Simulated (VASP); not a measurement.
Input of a VASP 6.6.1 run:

File INCAR:

```
ALGO = Normal
DIPOL = 0.5 0.5 0.373
EDIFF = 1E-7
ENCUT = 520
GGA = PE
IDIPOL = 3
ISIF = 2
ISMEAR = 0
IVDW = 12
LASPH = True
LCHARG = False
LDIPOL = True
LREAL = False
LWAVE = False
NBANDS = 16
NELM = 60
PREC = Accurate
SIGMA = 0.1
```

KPOINTS

```
k-points
0
Gamma
  9 9 1
```

The input POSCAR:

```
Si
1.0
    3.8475254748      0.0000000000      0.0000000000
   -1.9237627374      3.3320548028      0.0000000000
    0.0000000000      0.0000000000     18.4415958287
Si
4
Direct
    0.3333333333      0.6666666667      0.2695427207
    0.6666666667      0.3333333333      0.2440135898
    0.3333333333      1.6666666667      0.5011277719
    0.6666666667      1.3333333333      0.4755986410
```

Potentials or basis: VASP PAW PBE potentials, release 64 (Si).

Command:

```bash
$ cat potpaw_PBE.64/Si/POTCAR > POTCAR
$ mpirun -np 1 vasp_std > vasp.out
```

Q: Predict the largest force.

A: 0.073 eV/Å.

Q: Estimate the band gap on the k mesh.

A: 0.46 eV (least direct gap 0.57 eV).

Forces on the atoms (eV/Å):
```
Si   0.000  0.000  0.073
Si   0.000  0.000 -0.011
Si   0.000  0.000  0.011
Si   0.000  0.000 -0.073
```

Caveat: the cell differs from its parent crystal (layers slid over each other).
